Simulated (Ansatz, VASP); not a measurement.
# One calculation of B, two programs

File INCAR:

```
SYSTEM = B
PREC = Accurate ; ENCUT = 520
EDIFF = 1E-6 ; ISMEAR = 0
SIGMA = 0.1 ; LREAL = Auto
LASPH = .TRUE. ; NELM = 100
ALGO = Normal ; ISIF = 2
LWAVE = .FALSE. ; LCHARG = .FALSE.
GGA = PE ; NBANDS = 36
```

The input KPOINTS:

```
regular mesh
0
G
  6 6 6
  0 0 0
```

The input POSCAR:

```
B
1.0
    2.7970008425      1.6148491893      4.0252000000
   -2.7970008425      1.6148491893      4.0252000000
    0.0000000000     -3.2296983787      4.0252000000
B
15
Direct
    0.5000000000      0.5000000000      0.5000000000
    0.8039000000      0.3161000000      0.8039000000
    0.8039000000      0.8039000000      0.3161000000
    0.3161000000      0.8039000000      0.8039000000
    0.1961000000      0.6839000000      0.1961000000
    0.6839000000      0.1961000000      0.1961000000
    0.1961000000      0.1961000000      0.6839000000
    0.0060000000      0.3295000000      0.0060000000
    0.0060000000      0.0060000000      0.3295000000
    0.3295000000      0.0060000000      0.0060000000
    0.9940000000      0.6705000000      0.9940000000
    0.6705000000      0.9940000000      0.9940000000
    0.9940000000      0.9940000000      0.6705000000
    0.6192000000      0.6192000000      0.6192000000
    0.3808000000      0.3808000000      0.3808000000
```

Input for Ansatz:

```yaml
crystal:
  lattice:
    - [2.7970008425, 1.6148491893, 4.0252]
    - [-2.7970008425, 1.6148491893, 4.0252]
    - [0.0, -3.2296983787, 4.0252]
  atoms:
    - { symbol: B, position: [0.5, 0.5, 0.5] }
    - { symbol: B, position: [0.8039, 0.3161, 0.8039] }
    - { symbol: B, position: [0.8039, 0.8039, 0.3161] }
    - { symbol: B, position: [0.3161, 0.8039, 0.8039] }
    - { symbol: B, position: [0.1961, 0.6839, 0.1961] }
    - { symbol: B, position: [0.6839, 0.1961, 0.1961] }
    - { symbol: B, position: [0.1961, 0.1961, 0.6839] }
    - { symbol: B, position: [0.006, 0.3295, 0.006] }
    - { symbol: B, position: [0.006, 0.006, 0.3295] }
    - { symbol: B, position: [0.3295, 0.006, 0.006] }
    - { symbol: B, position: [0.994, 0.6705, 0.994] }
    - { symbol: B, position: [0.6705, 0.994, 0.994] }
    - { symbol: B, position: [0.994, 0.994, 0.6705] }
    - { symbol: B, position: [0.6192, 0.6192, 0.6192] }
    - { symbol: B, position: [0.3808, 0.3808, 0.3808] }
basis:
  ecutwfc: 420
kpoints:
  mp_grid: { grid: [6, 6, 6] }
hamiltonian:
  xc: pbe
scf:
  occupations: { method: gaussian, width: 0.1 }
  lower_state_search: "off"
output:
  forces: true
  stress: true
  eigenvalues: true
```

Alike in both runs: task single point; functional PBE; k mesh 6 × 6 × 6; occupations gaussian, width 0.1 eV; no spin polarisation.

```csv
,VASP,Ansatz
version,VASP 6.6.1,Ansatz 0.2.0
potentials or method,"VASP PAW PBE potentials, release 64 (B), cutoff 520 eV","scalar-relativistic, plane waves, PAW"
valence electrons in the cell,45,45
```

```tsv
	VASP	Ansatz	Ansatz less VASP
gap on the k mesh at the Fermi level (eV)	none	none	-
pressure (GPa)	21.9	21.8	-0.06
rms of the force components (eV/Å)	1.214	1.211	-0.0030
```

Atom by atom the forces differ by 0.004 eV/Å (rms over components). A gap of «none» marks a metal or a gap that the smearing closes.
